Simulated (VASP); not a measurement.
Write the native input for VASP 6.6.1 that does the following.

```yaml
Task: single point
Functional: r2SCAN
Potentials_or_basis: VASP PAW PBE potentials, release 64 (Sb)
Cutoff: 520 eV
k_mesh: 16 × 16 × 16
Occupations: gaussian, width 0.15 eV
Spin: no spin polarisation
Dipole_correction: no
Further_INCAR_settings: ALGO = Normal; EDIFF = 1e-06; NBANDS = 8
```

Sb:

```
Sb
1.0
     3.10902    0.00000    0.00000
     0.00000    3.10902    0.00000
     0.00000    0.00000    3.26447
Sb
1
Direct
  0.00000 0.00000 0.00000
```

This cell differs from its parent crystal: ratio of the length along z to the lengths across it x 1.05, volume and fractional coordinates fixed.

One way to write it, as run:

POSCAR

```
Sb
1.0
    3.1090233439      0.0000000000      0.0000000000
    0.0000000000      3.1090233439      0.0000000000
    0.0000000000      0.0000000000      3.2644745111
Sb
1
Direct
    0.0000000000      0.0000000000      0.0000000000
```

INCAR.step1

```
PREC     = Accurate       # precision mode
ENCUT    = 520            # plane-wave cutoff, eV
ISMEAR   = 0              # smearing method
SIGMA    = 0.15           # smearing width, eV
LREAL    = False          # projectors in reciprocal space
LASPH    = True           # aspherical terms in the spheres
NELM     = 100            # most SCF steps
NBANDS   = 8              # bands
GGA      = PE             # functional
ALGO     = Normal         # electronic algorithm
EDIFF    = 1E-4           # SCF threshold, eV
LWAVE    = True           # write WAVECAR
LCHARG   = False          # write CHGCAR
```

INCAR.step2

```
PREC     = Accurate       # precision mode
ENCUT    = 520            # plane-wave cutoff, eV
EDIFF    = 1E-6           # SCF threshold, eV
ISMEAR   = 0              # smearing method
SIGMA    = 0.15           # smearing width, eV
LREAL    = False          # projectors in reciprocal space
LASPH    = True           # aspherical terms in the spheres
NELM     = 100            # most SCF steps
ALGO     = Normal         # electronic algorithm
ISIF     = 2              # what is computed and relaxed
LWAVE    = False          # write WAVECAR
LCHARG   = True           # write CHGCAR
METAGGA  = R2SCAN         # meta-GGA
LMIXTAU  = True         
LELF     = True           # ELF
LVHAR    = True         
NBANDS   = 8              # bands
ISTART   = 1
```

KPOINTS

```
regular mesh
0
Gamma
  16 16 16
```

Potentials or basis: VASP PAW PBE potentials, release 64 (Sb).

The run is started by

```sh
$ cat potpaw_PBE.64/Sb/POTCAR > POTCAR
$ cp INCAR.step1 INCAR
$ mpirun -np 1 vasp_std > vasp.out
$ cp INCAR.step2 INCAR
$ mpirun -np 1 vasp_std > vasp.out
```

Results of the run:

```
Pressure               : -3.4 GPa
Band gap on the k mesh : zero (an odd number of electrons rules out a gap without spin polarisation)
```

Caveat: the cell stands under tension; the PAW data sets were made with another functional, which shifts forces and pressure a little; spin-orbit coupling is left out, which moves the levels of the heavy elements.

Run time: 4.2 min on 1 thread of Intel Xeon 8259CL, with other jobs on the host, peak memory 0.23 GiB.
